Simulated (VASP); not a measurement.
A run of VASP 6.6.1 is set up as follows.

INCAR

```
PREC = Accurate
ENCUT = 520
EDIFF = 1E-7
ISMEAR = 0
SIGMA = 0.05
LREAL = False
LASPH = True
NELM = 100
ALGO = Normal
ISIF = 2
LWAVE = False
LCHARG = False
GGA = PE
NBANDS = 26
```

The input KPOINTS:

```
Automatic mesh
0
Gamma
  12 12 4
```

The input POSCAR:

```
SiC
1.0
    3.1663000000      0.0000000000      0.0000000000
   -1.5831500000      2.7420962360      0.0000000000
    0.0000000000      0.0000000000     10.3993000000
Si C
4 4
Direct
    0.6666666667      0.3333333333      0.9378436843
    0.3333333333      0.6666666667      0.4378436843
    0.0000000000      0.0000000000      0.6878989045
    0.0000000000      0.0000000000      0.1878989045
    0.6666666667      0.3333333333      0.7498087506
    0.3333333333      0.6666666667      0.2498087506
    0.0000000000      0.0000000000      0.5004476606
    0.0000000000      0.0000000000      0.0004476606
```

Potentials or basis: VASP PAW PBE potentials, release 64 (Si, C).

The run is started by

```console
$ cat potpaw_PBE.64/Si/POTCAR potpaw_PBE.64/C/POTCAR > POTCAR
$ mpirun -np 1 vasp_std > vasp.out
```

Task: Estimate the pressure.

Result: -13.4 GPa.

Task: What does it give for the band gap on the k mesh?

Result: 2.19 eV (least direct gap 3.29 eV).

Forces in eV/Å, atoms in the order of the input:
```
Si   0.000  0.000  0.008
Si   0.000  0.000  0.008
Si   0.000  0.000 -0.026
Si   0.000  0.000 -0.026
C    0.000  0.000  0.005
C    0.000  0.000  0.005
C    0.000  0.000  0.013
C    0.000  0.000  0.013
```

Caveat: the cell stands under tension. A k mesh can miss the band edges.
